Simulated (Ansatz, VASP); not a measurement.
One calculation of Li3OF, two programs

POSCAR

```
Li3OF
1.0
    3.5677765876      0.0000000000      0.0000000000
    0.0000000000      3.5677765876      0.0000000000
    0.0000000000      0.0000000000      3.5677765876
F O Li
1 1 3
Direct
    0.0000000000      0.0000000000      0.0000000000
    0.5000000000      0.5000000000      0.5000000000
    0.5000000000      0.5000000000      0.0000000000
    0.5000000000      0.0000000000      0.5000000000
    0.0000000000      0.5000000000      0.5000000000
```

The input INCAR.step1:

```
SYSTEM = Li3OF
PREC = Accurate ; ENCUT = 520
ISMEAR = 0 ; SIGMA = 0.01
LREAL = .FALSE. ; LASPH = .TRUE.
NELM = 80 ; NBANDS = 19
GGA = PE ; ALGO = Normal
EDIFF = 1E-4 ; LWAVE = .TRUE.
LCHARG = .FALSE.
```

Contents of INCAR.step2:

```
SYSTEM = Li3OF
PREC = Accurate ; ENCUT = 520
EDIFF = 1E-6 ; ISMEAR = 0
SIGMA = 0.01 ; LREAL = .FALSE.
LASPH = .TRUE. ; NELM = 80
ALGO = Normal ; ISIF = 2
LWAVE = .FALSE. ; LCHARG = .TRUE.
METAGGA = R2SCAN ; LMIXTAU = .TRUE.
LELF = .TRUE. ; LVHAR = .TRUE.
NBANDS = 19 ; ISTART = 1
```

File KPOINTS:

```
regular mesh
0
G
  6 6 6
  0 0 0
```

Input for Ansatz:

```yaml
crystal:
  lattice:
    - [3.5677765876, 0.0, 0.0]
    - [0.0, 3.5677765876, 0.0]
    - [0.0, 0.0, 3.5677765876]
  atoms:
    - { symbol: F, position: [0.0, 0.0, 0.0] }
    - { symbol: O, position: [0.5, 0.5, 0.5] }
    - { symbol: Li, position: [0.5, 0.5, 0.0] }
    - { symbol: Li, position: [0.5, 0.0, 0.5] }
    - { symbol: Li, position: [0.0, 0.5, 0.5] }
kpoints:
  mp_grid: { grid: [6, 6, 6] }
hamiltonian:
  xc: r2scan
scf:
  occupations: { method: fixed }
  n_extra_bands: 5
output:
  forces: true
  stress: true
  eigenvalues: true
```

Alike in both runs: task single point; functional r2SCAN; k mesh 6 × 6 × 6; no spin polarisation.

|  | VASP | Ansatz |
| --- | --- | --- |
| version | VASP 6.6.1 | Ansatz 0.2.0 |
| potentials or method | VASP PAW PBE potentials, release 64 (F, O, Li_sv) | plane waves, PAW |
| plane-wave cutoff (eV) | 520 | 500 |
| occupations | gaussian, width 0.01 eV | fixed |
| valence electrons in the cell | 22 | 22 |

|  | VASP | Ansatz | Ansatz less VASP |
| --- | --- | --- | --- |
| gap on the k mesh at the Fermi level (eV) | 5.94 | 5.91 | -0.023 |

VASP's potentials were made for PBE, not for r2SCAN.

Noted on VASP's run: the cutoff is short for stress, so the pressure is rough.
